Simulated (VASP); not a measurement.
Input of a VASP 6.6.1 run:

File INCAR:

```
ALGO     = Normal         # electronic algorithm
DIPOL    = 0.5 0.5 0.500
EDIFF    = 1E-6           # SCF threshold, eV
EDIFFG   = -0.02          # ionic threshold
ENCUT    = 520            # plane-wave cutoff, eV
GGA      = PE             # functional
IBRION   = 2              # ionic algorithm
IDIPOL   = 3            
ISIF     = 2              # what is computed and relaxed
ISMEAR   = -1             # smearing method
IVDW     = 1              # dispersion correction
LASPH    = T              # aspherical terms in the spheres
LCHARG   = F              # write CHGCAR
LDIPOL   = T            
LREAL    = F              # projectors in reciprocal space
LWAVE    = F              # write WAVECAR
NELM     = 100            # most SCF steps
NSW      = 40             # ionic steps
PREC     = Accurate       # precision mode
SIGMA    = 0.05           # smearing width, eV
```

File KPOINTS:

```
k-points
0
Gamma
  5 5 1
```

File POSCAR:

```
BaS
1.0
    4.5166445648      0.0000000000      0.0000000000
    0.0000000000      4.5166445648      0.0000000000
    0.0000000000      0.0000000000     24.5812500000
Ba S
4 4
Selective dynamics
Direct
    0.5000000000      0.5000000000      0.3051106026  F F F
    0.0000000000      0.0000000000      0.4350368675  F F F
    0.5000000000      0.5000000000      0.5649631325  T T T
    0.0000000000      0.0000000000      0.6948893974  T T T
    0.0000000000      0.0000000000      0.3051106026  F F F
    0.5000000000      0.5000000000      0.4350368675  F F F
    0.0000000000      0.0000000000      0.5649631325  T T T
    0.5000000000      0.5000000000      0.6948893974  T T T
```

Potentials or basis: VASP PAW PBE potentials, release 64 (Ba_sv, S).

Launch:

```bash
$ cat potpaw_PBE.64/Ba_sv/POTCAR potpaw_PBE.64/S/POTCAR > POTCAR
$ mpirun -np 1 vasp_std > vasp.out
```

Task: Estimate the energy gained by relaxing.

Result: 19.6 meV/atom.

Task: Estimate the dispersion energy per atom.

Result: -0.853 eV.

Task: Predict the band gap on the k mesh.

Result: 1.82 eV.

The path:
```tsv
step	energy change (eV)	largest force on free atoms (eV/Å)	pressure (GPa)
1	0.0000	0.8151	-2.32
2	-0.0307	0.6819	-2.30
3	-0.0791	0.3379	-2.22
4	-0.0796	0.4047	-2.20
5	-0.0994	0.3079	-2.16
6	-0.1148	0.2837	-2.06
7	-0.1151	0.2401	-2.08
8	-0.1242	0.2303	-2.07
9	-0.1394	0.2259	-2.03
10	-0.1466	0.1625	-2.01
11	-0.1520	0.1254	-1.95
12	-0.1521	0.1212	-1.96
13	-0.1541	0.0905	-1.93
14	-0.1567	0.0696	-1.85
15	-0.1570	0.0315	-1.85
16	-0.1570	0.0230	-1.85
17	-0.1571	0.0100	-1.85
```

Caveat: spin-orbit coupling is left out, which moves the levels of the heavy elements.
